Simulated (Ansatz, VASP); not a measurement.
## Two plane-wave programs on BN

The input INCAR:

```
PREC = Accurate ; ENCUT = 600
EDIFF = 1E-6 ; ISMEAR = -5
SIGMA = 0.1 ; LREAL = False
LASPH = True ; NELM = 120
ALGO = Normal ; ISIF = 2
LWAVE = False ; LCHARG = False
GGA = PS ; NBANDS = 11
GGA_COMPAT = False
```

File KPOINTS:

```
Automatic mesh
0
Gamma
  8 8 8
```

POSCAR

```
BN
1.0
    0.0000000000      1.8048245542      1.8048245542
    1.8048245542      0.0000000000      1.8048245542
    1.8048245542      1.8048245542      0.0000000000
B N
1 1
Direct
    0.0000000000      0.0000000000      0.0000000000
    0.2500000000      0.2500000000      0.2500000000
```

Input for Ansatz:

```yaml
crystal:
  lattice:
    - [0.0, 1.8048245542, 1.8048245542]
    - [1.8048245542, 0.0, 1.8048245542]
    - [1.8048245542, 1.8048245542, 0.0]
  atoms:
    - { symbol: B, position: [0.0, 0.0, 0.0] }
    - { symbol: "N", position: [0.25, 0.25, 0.25] }
kpoints:
  mp_grid: { grid: [8, 8, 8] }
hamiltonian:
  xc: pbesol
scf:
  occupations: { method: tetrahedron }
  n_extra_bands: 4
output:
  forces: true
  stress: true
  eigenvalues: true
```

Alike in both runs: task single point; functional PBEsol; k mesh 8 × 8 × 8; occupations tetrahedron; no spin polarisation.

|  | VASP | Ansatz |
| --- | --- | --- |
| version | VASP 6.6.1 | Ansatz 0.2.0 |
| potentials or method | VASP PAW PBE potentials, release 64 (B, N) | plane waves |
| plane-wave cutoff (eV) | 600 | 420 |
| valence electrons in the cell | 8 | 8 |

|  | VASP | Ansatz | Ansatz less VASP |
| --- | --- | --- | --- |
| gap on the k mesh at the Fermi level (eV) | 4.28 | 4.29 | +0.013 |
| pressure (GPa) | -0.9 | -1.3 | -0.32 |

VASP's potentials were made for PBE, not for PBEsol. With one functional, cell and mesh, what is left measures potentials, basis and numerics. Ansatz's warnings: band table not solved further, tetrahedron derivatives may miss energy slope.
